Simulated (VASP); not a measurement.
Crystal: VO2.

```
V O
1.0
     4.56651    0.00000    0.00000
     0.00000    4.56651    0.00000
     0.00000    0.00000    3.08451
V O
2 4
Direct
  0.50000 0.50000 0.50000
  0.00000 0.00000 0.00000
  0.20036 0.79964 0.50000
  0.79964 0.20036 0.50000
  0.70036 0.70036 0.00000
  0.29964 0.29964 0.00000
```

Base run:

```yaml
Program: VASP 6.6.1
Functional: PBE
Potentials_or_basis: VASP PAW PBE potentials, release 64 (V_sv, O)
Cutoff: 600 eV
k_mesh: 6 × 6 × 9
Occupations: fermi-dirac, width 0.05 eV
Spin: collinear spin, ferromagnetic start
Starting_moments: "[2.0, 2.0, 0.0, 0.0, 0.0, 0.0] μB"
```

Its results: band gap on the k mesh zero (filled and empty bands overlap); pressure -15.7 GPa; net moment 2.00 μB per cell; site moments V +1.10; O -0.08 μB; largest force 0.251 eV/Å.

Question: After a change of settings the same cell gave: band gap on the k mesh zero (filled and empty bands overlap); pressure -29.0 GPa; net moment 2.00 μB per cell; site moments V +1.04; O -0.05 μB; largest force 0.333 eV/Å. Which change was it?
A. functional from PBE to BLYP; dispersion from none to D3(BJ)
B. functional from PBE to SVWN5
C. functional from PBE to PBEsol; dispersion from none to D3(BJ)

Answer: B.

SVWN5 binds more tightly than PBE, so the same cell stands under less pressure.

Caveats: semilocal functionals often make such compounds metallic where correlation or magnetic order opens a gap, which also shifts bond lengths; the stress differs along the axes, from -27 to -10 GPa (at least some runs); the stress differs along the axes, from -42 to -23 GPa (at least some runs); the PAW data sets were made with another functional, which shifts forces and pressure a little (at least some runs).
